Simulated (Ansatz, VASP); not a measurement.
**CaSe: VASP beside Ansatz**

```
CELL_PARAMETERS angstrom
0.00000 2.95600 2.95600
2.95600 0.00000 2.95600
2.95600 2.95600 0.00000
ATOMIC_POSITIONS crystal
Ca 0.00000 0.00000 0.00000
Se 0.53494 0.46389 0.49563
```

Alike in both runs: task single point; functional PBE; k mesh 8 × 8 × 8; occupations gaussian, width 0.05 eV; no spin polarisation.

|  | VASP | Ansatz |
| --- | --- | --- |
| version | VASP 6.6.1 | Ansatz 0.2.0 |
| potentials or method | VASP PAW PBE potentials, release 64 (Ca_sv, Se), cutoff 520 eV | scalar-relativistic, plane waves, PAW |
| valence electrons in the cell | 16 | 26 |

VASP gave:

```
gap on the k mesh at the Fermi level (eV)                     : 2.09
pressure (GPa)                                                : 1.8
traceless stress, the component that is largest in VASP (GPa) : -0.51
rms of the force components (eV/Å)                            : 0.280
```

Problem. Which values does Ansatz return?

Solution. gap on the k mesh at the Fermi level (eV): 2.10; pressure (GPa): 1.6; traceless stress, the component that is largest in VASP (GPa): -0.50; rms of the force components (eV/Å): 0.275.

Atom by atom the forces differ by 0.004 eV/Å (rms over components). The functional is the same, so the differences come from potentials, cutoffs and numerics. VASP's potentials hold 16 valence electrons a cell and Ansatz's 26, so a difference there can come from the potentials and not from the codes.
